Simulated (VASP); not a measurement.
A run of VASP 6.6.1:

INCAR

```
PREC = Accurate
ENCUT = 520
EDIFF = 1E-6
ISMEAR = 0
SIGMA = 0.1
LREAL = F
LASPH = T
NELM = 60
ALGO = Normal
ISIF = 2
LWAVE = F
LCHARG = F
GGA = PE
NBANDS = 8
```

Contents of KPOINTS:

```
regular mesh
0
Gamma
  20 20 20
```

File POSCAR:

```
Si
1.0
   -1.6719316661      1.6719316661      1.3370584292
    1.6719316661     -1.6719316661      1.3370584292
    1.6719316661      1.6719316661     -1.3370584292
Si
1
Direct
    0.0000000000      0.0000000000      0.0000000000
```

Potentials or basis: VASP PAW PBE potentials, release 64 (Si).

Launch:

```sh
$ cat potpaw_PBE.64/Si/POTCAR > POTCAR
$ mpirun -np 1 vasp_std > vasp.out
```

Hardware: 1 thread of Intel(R) Xeon(R) Platinum 8488C (Sapphire Rapids), on a shared host.

**Question.** How long does it take, and how much memory?

**Answer.** It took 24 s on 1 thread of Intel(R) Xeon(R) Platinum 8488C (Sapphire Rapids) (shared host), peak memory 0.16 GiB. Counts: scf iterations 9, k points 641.
